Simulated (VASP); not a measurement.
Crystal: Hf.

```xyz
1
Lattice="0.0000 2.2200 2.2200 2.2200 0.0000 2.2200 2.2200 2.2200 0.0000" Properties=species:S:1:pos:R:3 pbc="T T T"
Hf    0.0000    0.0000    0.0000
```

- Program: VASP 6.6.1
- Task: relaxation of cell and atoms
- Functional: RPBE
- Dispersion: D4
- Potentials or basis: VASP PAW PBE potentials, release 64 (Hf_pv)
- Cutoff: 600 eV
- k mesh: 10 × 10 × 10
- Occupations: fermi-dirac, width 0.05 eV
- Spin: no spin polarisation

At the start: pressure 3.3 GPa; volume 21.88 Å³/atom.

**Question.** How do energy, volume and symmetry change on relaxing?

**Answer.** Over 3 steps the energy falls by 6.0 meV/atom and the volume is 22.52 Å³/atom (+2.9 %); space group Fm-3m (No. 225, to 0.05 Å).

Step by step:
| step | energy change (eV) | largest force (eV/Å) | pressure (GPa) | volume (Å³) |
| --- | --- | --- | --- | --- |
| 1 | 0.0000 | 0.0000 | 3.26 | 21.88 |
| 2 | 0.0022 | 0.0000 | -3.23 | 23.32 |
| 3 | -0.0060 | 0.0000 | 0.01 | 22.52 |

Final structure:
```
Hf
1.0
     0.00000    2.24152    2.24152
     2.24152    0.00000    2.24152
     2.24152    2.24152    0.00000
Hf
1
Direct
  0.00000 0.00000 0.00000
```

Caveat: the PAW data sets were made with another functional, which shifts forces and pressure a little; pairwise dispersion overbinds metals, which lowers pressure and volume.
